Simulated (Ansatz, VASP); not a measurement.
## BN: VASP beside Ansatz

```
B N
1.0
     2.51515    0.00000    0.00000
    -1.25758    2.17819    0.00000
     0.00000    0.00000    4.16063
B N
2 2
Direct
  0.33333 0.66667 0.99987
  0.66667 0.33333 0.49987
  0.33333 0.66667 0.37413
  0.66667 0.33333 0.87413
```

Change from the starting cell: strained cell.

Alike in both runs: functional PBEsol; k mesh 9 × 9 × 6; occupations gaussian, width 0.02 eV; no spin polarisation.

Ansatz relaxed the structure, and its values are those at the end. VASP's run is a single point on that final structure, the one shown.

|  | VASP | Ansatz |
| --- | --- | --- |
| version | VASP 6.6.1 | Ansatz 0.2.0 |
| potentials or method | VASP PAW PBE potentials, release 64 (B_h, N_h), cutoff 910 eV | scalar-relativistic, plane waves, PAW |
| valence electrons in the cell | 16 | 16 |

Ansatz gave:

* gap on the k mesh at the Fermi level (eV): 4.89
* least direct gap on the mesh (eV): 8.35

Task: Estimate VASP's values.

Result: gap on the k mesh at the Fermi level (eV): 4.88; least direct gap on the mesh (eV): 8.36.

VASP's potentials were made for PBE, not for PBEsol, and Ansatz warns of the same on its side. With one functional, cell and mesh, what is left measures potentials, basis and numerics. Ansatz's warnings: stress scf threshold loose.

Noted on VASP's run: the cutoff is short for stress, so the pressure is rough.
